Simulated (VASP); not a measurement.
# CuAu (P4/mmm) in VASP: further runs

The runs below take CuAu through single point, with PBE.

Program: VASP 6.6.1. These are calculated values, not measurements. Logs are shortened: lines on timing, memory, paths and dates and some standing lists are left out, and cuts for length are marked.

### 1 The cell of the first run

The structure is tetragonal, space group P4/mmm (No. 123). Conventional cell: a = 2.800 Å, b = 2.800 Å, c = 3.780 Å, α = 90.00°, β = 90.00°, γ = 90.00°. Cu (site symmetry 4/mmm) has 8 Au at 2.74 Å and 4 Cu at 2.80 Å within 3.6 Å. Within 3.6 Å of Au (site symmetry 4/mmm) lie 8 Cu at 2.74 Å and 4 Au at 2.80 Å.

### 2 Single point, PBE (strain +0.000 along x and y, +0.030 along z)

The input, INCAR:

```
PREC = Accurate
ENCUT = 520
EDIFF = 1E-6
ISMEAR = 0
SIGMA = 0.15
LREAL = F
LASPH = T
NELM = 100
ALGO = Fast
ISIF = 2
LWAVE = F
LCHARG = F
GGA = PE
NBANDS = 18
```

The input, KPOINTS:

```
regular mesh
0
Gamma
  18 18 14
```

The input, POSCAR:

```
CuAu
1.0
    2.8000000000      0.0000000000      0.0000000000
    0.0000000000      2.8000000000      0.0000000000
    0.0000000000      0.0000000000      3.7801000000
Cu Au
1 1
Direct
    0.5000000000      0.5000000000      0.5000000000
    0.0000000000      0.0000000000      0.0000000000
```

Potentials or basis: VASP PAW PBE potentials, release 64 (Cu, Au).

Launch:

```console
$ cat potpaw_PBE.64/Cu/POTCAR potpaw_PBE.64/Au/POTCAR > POTCAR
$ mpirun -np 1 vasp_std > vasp.out
```

OUTCAR:

```text
PREC = Accurate
   ENCUT = 520
   EDIFF = 1E-6
   ISMEAR = 0
   LREAL = F
   LASPH = T
   NELM = 100
   ISIF = 2
   GGA = PE

 ion  position               nearest neighbor table
   1  0.500  0.500  0.500-   2 2.74   2 2.74   2 2.74   2 2.74   2 2.74   2 2.74   2 2.74   2 2.74

   2  0.000  0.000  0.000-   1 2.74   1 2.74   1 2.74   1 2.74   1 2.74   1 2.74   1 2.74   1 2.74

  LATTYP: Found a simple tetragonal cell.
 ALAT       =     2.8000000000
 C/A-ratio  =     1.3500357143

  Lattice vectors:

 A1 = (   2.8000000000,   0.0000000000,   0.0000000000)
 A2 = (   0.0000000000,   2.8000000000,   0.0000000000)
 A3 = (   0.0000000000,   0.0000000000,   3.7801000000)

Analysis of symmetry for initial positions (statically):
=====================================================================
 Subroutine PRICEL returns:
 Original cell was already a primitive cell.

 Routine SETGRP: Setting up the symmetry group for a
 simple tetragonal supercell.

 Subroutine GETGRP returns: Found 16 space group operations
 (whereof 16 operations were pure point group operations)
 out of a pool of 16 trial point group operations.

The static configuration has the point symmetry D_4h.

Analysis of symmetry for dynamics (positions and initial velocities):
=====================================================================
 Subroutine PRICEL returns:
 Original cell was already a primitive cell.

 Routine SETGRP: Setting up the symmetry group for a
 simple tetragonal supercell.

 Subroutine GETGRP returns: Found 16 space group operations
 (whereof 16 operations were pure point group operations)
 out of a pool of 16 trial point group operations.

The dynamic configuration has the point symmetry D_4h.

 Subroutine INISYM returns: Found 16 space group operations
 (whereof 16 operations are pure point group operations),
 and found     1 'primitive' translations

----------------------------------------------------------------------------------------

                                     Primitive cell

  volume of cell :      29.6360

  direct lattice vectors                    reciprocal lattice vectors
     2.800000000  0.000000000  0.000000000     0.357142857  0.000000000  0.000000000
     0.000000000  2.800000000  0.000000000     0.000000000  0.357142857  0.000000000
     0.000000000  0.000000000  3.780100000     0.000000000  0.000000000  0.264543266

  length of vectors
     2.800000000  2.800000000  3.780100000     0.357142857  0.357142857  0.264543266

  position of ions in fractional coordinates (direct lattice)
[... 75 lines left out ...]
   LSORBIT =      F    spin-orbit coupling
   LASPH  =      T    aspherical Exc in radial PAW
   ENCUT  =  520.0 eV  38.22 Ry    6.18 a.u.   5.21  5.21  7.03*2*pi/ulx,y,z
   NELM   =    100;   NELMIN=  2; NELMDL= -5     # of ELM steps
   EDIFF  = 0.1E-05   stopping-criterion for ELM
   LREAL  =      F    real-space projection
   EDIFFG = 0.1E-04   stopping-criterion for IOM
   NSW    =      0    number of steps for IOM
   IBRION =     -1    ionic relax: 0-MD 1-quasi-New 2-CG
   NFREE  =      0    steps in history (QN), initial steepest desc. (CG)
   ISIF   =      2    stress and relaxation
   ISYM   =      2    0-nonsym 1-usesym 2-fastsym
   POTIM  = 0.5000    time-step for ionic-motion
   TEBEG  =    0.0;   TEEND  =   0.0 temperature during run
   PSTRESS=    0.0 pullay stress
   NELECT =      22.0000    total number of electrons
   NUPDOWN=      -1.0000    fix difference up-down
   EMIN   =  10.00;   EMAX   =-10.00  energy-range for DOS
   EFERMI =   0.00;   METHOD = LEGACY
   ISMEAR =     0;   SIGMA  =   0.15  broadening in eV -4-tet -1-fermi 0-gaus
   EFERMI_NEDOS =   21; number of points for ismear=-14 and -15
   IALGO  =     68    algorithm
   IMIX   =      4    mixing-type and parameters
     AMIX     =   0.40;   BMIX     =  1.00
     AMIX_MAG =   1.60;   BMIX_MAG =  1.00
  volume/ion in A,a.u.               =      14.82       100.00
  Fermi-wavevector in a.u.,A,eV,Ry     =   1.482322  2.801183 29.895796  2.197279
  Thomas-Fermi vector in A             =   2.596123
   LORBIT       =      0    0 simple, 1 ext, 2 COOP (PROOUT), +10 PAW based schemes
   GGA     = PE    functional components
   LHFCALC =     F    Hartree Fock is set to
   AEXX    =    0.0000 exact exchange contribution
   IVDW    =     0    specifies the selected vdW correction
   LEPSILON=     F    determine dielectric tensor
   LRPA    =     F    only Hartree local field effects (RPA)
 non-spin polarized calculation
 RMM-DIIS sequential band-by-band and
 Gauss-broadening in eV      SIGMA  =   0.15
  energy-cutoff  :      520.00
  volume of cell :       29.64
 maximum number of plane-waves:       816
 NGX is ok and might be reduce to    24
   NGX = 11   NGY = 11   NGZ = 15

 number of electron      22.0000008 magnetization

 Free energy of the ion-electron system (eV)
  ---------------------------------------------------
  ext. energy  EPLUGINS =         0.00000000
  ---------------------------------------------------
  free energy    TOTEN  =        -7.05965965 eV

  energy without entropy =       -7.05303245  energy(sigma->0) =       -7.05634605

 E-fermi :   8.4879     XC(G=0): -12.5585

 val. band max:        8.4871772835   @ k =   0.3889   0.3333   0.2857
 cond. band min:       8.4940142916   @ k =   0.2778   0.0556   0.3571
 fundamental gap:      0.0068370081
 Fermi energy:         8.4878760208

 k-point     1 :       0.0000    0.0000    0.0000
  band No.  band energies     occupation
      1      -1.1416      2.00000
      2       1.9388      2.00000
      3       2.1173      2.00000
      4       4.5254      2.00000
      5       4.5254      2.00000
      6       5.6128      2.00000
[... 481 lines left out ...]
      5       4.5343      2.00000
      6       4.7192      2.00000
[... 10 lines left out ...]
     17      22.5622      0.00000
     18      26.0510      0.00000

 [... further k-points ...]
[... 5 lines left out ...]
  --------------------------------------------------------------------------------------
  -------------------------------------------------------------------------------------
  Total        0.5136056      0.5136056      0.1500571      0.0000000     -0.0000000      0.0000000
  in kB       27.7664883     27.7664883      8.1123684      0.0000000     -0.0000000      0.0000000
  external PRESSURE =      21.2151150 kB  Pullay stress =       0.0000000 kB

 VOLUME and BASIS-vectors are now :
 -----------------------------------------------------------------------------
  energy-cutoff  :      520.00
  volume of cell :       29.64
      direct lattice vectors                 reciprocal lattice vectors
     2.800000000  0.000000000  0.000000000     0.357142857  0.000000000  0.000000000
     0.000000000  2.800000000  0.000000000     0.000000000  0.357142857  0.000000000
     0.000000000  0.000000000  3.780100000     0.000000000  0.000000000  0.264543266

 POSITION                                       TOTAL-FORCE (eV/Angst)
 -----------------------------------------------------------------------------------
      1.40000      1.40000      1.89005         0.000000      0.000000      0.000000
      0.00000      0.00000      0.00000         0.000000      0.000000      0.000000
 -----------------------------------------------------------------------------------
    total drift:                                0.000000      0.000000     -0.000000

  FREE ENERGIE OF THE ION-ELECTRON SYSTEM (eV)
  ---------------------------------------------------
  free  energy   TOTEN  =        -7.0596596493 eV

  energy  without entropy=       -7.0530324506  energy(sigma->0) =       -7.05634605
```

Wall time 1.8 min (1 thread of Intel Xeon 6975P-C (Granite Rapids), shared host); peak memory 0.34 GiB.

Results:

| Item | Value |
| --- | --- |
| Free energy | -7.0597 eV |
| Pressure | 2.1 GPa |
| Band gap on the k mesh | zero (band 11 reaches 13.92 eV, above the bottom of band 12 at 6.58 eV) |

Stress tensor (GPa, compression positive):
```
2.78 0.00 0.00
0.00 2.78 0.00
0.00 0.00 0.81
```

Caveat: the cell differs from its parent crystal (strain +0.000 along x and y, +0.030 along z); spin-orbit coupling is left out, which moves the levels of the heavy elements.

### 3 Single point, PBE (strain +0.015 along x and y, +0.015 along z)

The input, INCAR:

```
SYSTEM = CuAu
PREC     = Accurate       ! precision mode
ENCUT    = 520            ! plane-wave cutoff, eV
EDIFF    = 1E-6           ! SCF threshold, eV
ISMEAR   = 0              ! smearing method
SIGMA    = 0.15           ! smearing width, eV
LREAL    = .False.        ! projectors in reciprocal space
LASPH    = .True.         ! aspherical terms in the spheres
NELM     = 100            ! most SCF steps
ALGO     = Fast           ! electronic algorithm
ISIF     = 2              ! what is computed and relaxed
LWAVE    = .False.        ! write WAVECAR
LCHARG   = .False.        ! write CHGCAR
GGA      = PE             ! functional
NBANDS   = 18             ! bands
```

The input, KPOINTS:

```
Automatic mesh
0
Gamma
  18 18 14
  0 0 0
```

The input, POSCAR:

```
CuAu
1.0
    2.8420000000      0.0000000000      0.0000000000
    0.0000000000      2.8420000000      0.0000000000
    0.0000000000      0.0000000000      3.7250500000
Cu Au
1 1
Direct
    0.5000000000      0.5000000000      0.5000000000
    0.0000000000      0.0000000000      0.0000000000
```

Potentials or basis: VASP PAW PBE potentials, release 64 (Cu, Au).

Launch:

```console
$ cat potpaw_PBE.64/Cu/POTCAR potpaw_PBE.64/Au/POTCAR > POTCAR
$ mpirun -np 1 vasp_std > vasp.out
```

It took 3.5 min on 1 thread of Intel Xeon Platinum 8175M at 2.50GHz (Skylake/Cascade Lake), shared host; peak memory 0.35 GiB.

Results (log left out):

```yaml
Free_energy: -7.0673 eV
Pressure: -0.1 GPa
Band_gap_on_the_k_mesh: zero (band 11 reaches 13.49 eV, above the bottom of band 12 at 6.34 eV)
```

Stress tensor (GPa, compression positive):
```
 0.15  0.00  0.00
 0.00  0.15  0.00
 0.00  0.00 -0.65
```

Levels at points of the mesh, in eV from the Fermi level:
| k point | band 9 | band 10 | band 11 | band 12 | band 13 | band 14 |
| --- | --- | --- | --- | --- | --- | --- |
| (0.00, 0.00, 0.00) | -1.67 | -1.46 | -1.46 | 2.14 | 7.73 | 9.88 |
| (0.50, 0.00, 0.00) | -2.32 | -2.12 | -0.86 | -0.21 | 9.27 | 9.31 |
| (0.50, 0.50, 0.00) | -1.37 | -1.37 | 0.74 | 0.74 | 4.90 | 6.58 |
| (0.00, 0.00, 0.50) | -2.27 | -2.25 | -2.25 | -1.92 | 14.21 | 14.33 |
| (0.50, 0.00, 0.50) | -1.57 | -1.54 | -0.92 | -0.91 | 2.50 | 4.19 |
| (0.50, 0.50, 0.50) | -1.68 | -1.60 | 5.23 | 5.41 | 5.41 | 5.88 |

Caveat: the cell differs from its parent crystal (strain +0.015 along x and y, +0.015 along z); spin-orbit coupling is left out, which moves the levels of the heavy elements.

### 4 Single point, PBE (strain +0.030 along x and y, +0.000 along z)

The input, INCAR:

```
SYSTEM = CuAu
PREC = Accurate ; ENCUT = 520
EDIFF = 1E-7 ; ISMEAR = 0
SIGMA = 0.15 ; LREAL = .False.
LASPH = .True. ; NELM = 60
ALGO = Fast ; ISIF = 2
LWAVE = .False. ; LCHARG = .True.
GGA = PE ; LELF = .True.
LVHAR = .True. ; NBANDS = 18
```

KPOINTS is that of step 3.

The input, POSCAR:

```
CuAu
1.0
    2.8840000000      0.0000000000      0.0000000000
    0.0000000000      2.8840000000      0.0000000000
    0.0000000000      0.0000000000      3.6700000000
Cu Au
1 1
Direct
    0.5000000000      0.5000000000      0.5000000000
    0.0000000000      0.0000000000      0.0000000000
```

Launch:

```console
$ cat potpaw_PBE.64/Cu/POTCAR potpaw_PBE.64/Au/POTCAR > POTCAR
$ mpirun -np 1 vasp_std > vasp.out
```

It took 4 min on 1 thread of Intel Xeon Platinum 8175M at 2.50GHz (Skylake/Cascade Lake), shared host; peak memory 0.35 GiB.

The run converged. Its results:

```
Free energy            : -7.0656 eV
Pressure               : -2.1 GPa
Band gap on the k mesh : zero (band 11 reaches 13.09 eV, above the bottom of band 12 at 6.12 eV)
```

Levels at points of the mesh, in eV from the Fermi level:
```tsv
k point	band 9	band 10	band 11	band 12	band 13	band 14
(0.00, 0.00, 0.00)	-1.67	-1.47	-1.47	2.56	8.11	9.45
(0.50, 0.00, 0.00)	-2.33	-2.13	-0.94	-0.40	9.54	9.56
(0.50, 0.50, 0.00)	-1.35	-1.35	0.60	0.60	4.53	6.29
(0.00, 0.00, 0.50)	-2.26	-2.26	-2.18	-1.95	13.93	14.03
(0.50, 0.00, 0.50)	-1.54	-1.51	-0.86	-0.86	2.39	4.17
(0.50, 0.50, 0.50)	-1.79	-1.64	5.02	5.36	5.36	5.52
```

Caveat: the cell differs from its parent crystal (strain +0.030 along x and y, +0.000 along z); spin-orbit coupling is left out, which moves the levels of the heavy elements.

### 5 Single point, PBE (strain +0.015 along x and y, +0.030 along z)

The input, INCAR:

```
  PREC = Accurate
  ENCUT = 520
  EDIFF = 1E-6
  ISMEAR = 0
  SIGMA = 0.15
  LREAL = F
  LASPH = T
  NELM = 60
  ALGO = Fast
  ISIF = 2
  LWAVE = F
  LCHARG = F
  GGA = PE
  NBANDS = 18
```

The input, KPOINTS:

```
Automatic mesh
0
Gamma
  18 18 14
```

The input, POSCAR:

```
CuAu
1.0
    2.8420000000      0.0000000000      0.0000000000
    0.0000000000      2.8420000000      0.0000000000
    0.0000000000      0.0000000000      3.7801000000
Cu Au
1 1
Direct
    0.5000000000      0.5000000000      0.5000000000
    0.0000000000      0.0000000000      0.0000000000
```

Launch:

```console
$ cat potpaw_PBE.64/Cu/POTCAR potpaw_PBE.64/Au/POTCAR > POTCAR
$ mpirun -np 1 vasp_std > vasp.out
```

Run time: 3.6 min. Hardware: 1 thread of Intel Xeon Platinum 8175M at 2.50GHz (Skylake/Cascade Lake), shared host; peak memory 0.35 GiB.

Results (log left out):

```
Free energy            : -7.0624 eV
Pressure               : -2.0 GPa
Band gap on the k mesh : zero (band 11 reaches 13.29 eV, above the bottom of band 12 at 6.18 eV)
```

Stress tensor (GPa, compression positive):
```
-1.62  0.00  0.00
 0.00 -1.62  0.00
 0.00  0.00 -2.77
```

Levels at points of the mesh, in eV from the Fermi level:
```csv
k point,band 8,band 9,band 10,band 11,band 12,band 13,band 14,band 15
"(0.00, 0.00, 0.00)",-2.08,-1.64,-1.44,-1.44,1.97,7.34,10.01,10.01
"(0.50, 0.00, 0.00)",-2.78,-2.26,-2.07,-0.80,-0.16,9.03,9.09,10.66
"(0.50, 0.50, 0.00)",-1.55,-1.37,-1.37,0.86,0.86,4.95,6.56,9.85
"(0.00, 0.00, 0.50)",-2.65,-2.25,-2.19,-2.19,-1.87,14.27,14.32,14.32
"(0.50, 0.00, 0.50)",-1.64,-1.56,-1.54,-0.87,-0.86,2.47,4.07,15.85
"(0.50, 0.50, 0.50)",-2.04,-1.63,-1.55,5.25,5.38,5.38,5.88,6.76
```

Caveat: the cell differs from its parent crystal (strain +0.015 along x and y, +0.030 along z); spin-orbit coupling is left out, which moves the levels of the heavy elements.

### 6 The runs side by side

| cell | further INCAR settings | gap on the mesh (eV) | pressure (GPa) |
| --- | --- | --- | --- |
| a = 2.800, b = 2.800, c = 3.780 Å, 2 atoms | ALGO = Fast; EDIFF = 1e-06; NBANDS = 18 | none | 2.1 |
| a = 2.842, b = 2.842, c = 3.725 Å, 2 atoms | ALGO = Fast; EDIFF = 1e-06; NBANDS = 18 | none | -0.1 |
| a = 2.884, b = 2.884, c = 3.670 Å, 2 atoms | ALGO = Fast; EDIFF = 1e-07; NBANDS = 18 | none | -2.1 |
| a = 2.842, b = 2.842, c = 3.780 Å, 2 atoms | ALGO = Fast; EDIFF = 1e-06; NBANDS = 18 | none | -2.0 |

Alike in all rows: task single point; level PBE; potentials or basis VASP PAW PBE potentials, release 64 (Cu, Au); no spin polarisation; k mesh 18 × 18 × 14; cutoff (eV) 520; smearing gaussian 0.15 eV.

Caveats: spin-orbit coupling is left out, which moves the levels of the heavy elements.

Total energies depend on the potentials used, so only differences within one code and one set of settings carry meaning.
